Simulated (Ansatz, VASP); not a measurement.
**One calculation of Bi2Te3, two programs**

File INCAR:

```
SYSTEM = Bi2Te3
PREC = Accurate
ENCUT = 520
EDIFF = 1E-7
ISMEAR = -1
SIGMA = 0.08
LREAL = .False.
LASPH = .True.
NELM = 60
ALGO = Normal
ISIF = 2
LWAVE = .False.
LCHARG = .False.
GGA = PS
NBANDS = 32
```

File KPOINTS:

```
Automatic mesh
0
Gamma
  7 7 7
  0 0 0
```

File POSCAR:

```
Bi2Te3
1.0
    2.2501595557      1.3279228155     10.1829656501
   -2.1358415611      1.3059928099     10.1610356445
    0.0381670554     -2.4814305754     10.1530087054
Bi Te
2 3
Direct
    0.4000000000      0.4000000000      0.4000000000
    0.6000000000      0.6000000000      0.6000000000
    0.0000000000      0.0000000000      0.0000000000
    0.2095000000      0.2095000000      0.2095000000
    0.7905000000      0.7905000000      0.7905000000
```

Input for Ansatz:

```yaml
crystal:
  lattice:
    - [2.2501595557, 1.3279228155, 10.1829656501]
    - [-2.1358415611, 1.3059928099, 10.1610356445]
    - [0.0381670554, -2.4814305754, 10.1530087054]
  atoms:
    - { symbol: Bi, position: [0.4, 0.4, 0.4] }
    - { symbol: Bi, position: [0.6, 0.6, 0.6] }
    - { symbol: Te, position: [0.0, 0.0, 0.0] }
    - { symbol: Te, position: [0.2095, 0.2095, 0.2095] }
    - { symbol: Te, position: [0.7905, 0.7905, 0.7905] }
kpoints:
  mp_grid: { grid: [7, 7, 7] }
  band_path:
    path:
      - [0.0, 0.0, 0.0]
      - [-0.5, -0.5, -0.5]
      - [0.5, 0.0, 0.0]
      - [0.0, 0.0, 0.0]
      - [0.0, 0.0, 0.5]
      - [0.0, -0.5, 0.0]
      - [0.0, 0.0, 0.0]
      - [0.5, 0.0, 0.5]
      - [-0.5, -0.5, 0.0]
    npoints: 5
scf:
  occupations: { method: fermi_dirac, width: 0.08 }
hamiltonian:
  xc: pbesol
  pseudopotentials: { kind: all_electron, lapw: { basis_error: 0.001 } }
output:
  forces: true
  stress: true
  eigenvalues: true
```

Change from the starting cell: equal xy, yz and zx shear strains of +1 %.

Alike in both runs: task single point; functional PBEsol; k mesh 7 × 7 × 7; occupations fermi-dirac, width 0.08 eV; no spin polarisation.

|  | VASP | Ansatz |
| --- | --- | --- |
| version | VASP 6.6.1 | Ansatz 0.2.0 |
| potentials or method | VASP PAW PBE potentials, release 64 (Bi_d, Te), cutoff 520 eV | all-electron LAPW, scalar-relativistic |

```tsv
	VASP	Ansatz	Ansatz less VASP
pressure (GPa)	-0.6	-0.6	0.00
traceless stress, the component that is largest in VASP (GPa)	-0.53	-0.53	+0.001
rms of the force components (eV/Å)	0.047	0.053	+0.0053
```

VASP's potentials were made for PBE, not for PBEsol. Atom by atom the forces differ by 0.007 eV/Å (rms over components). Ansatz ran all-electron here, and VASP with PAW potentials.

Spin-orbit coupling is off throughout.
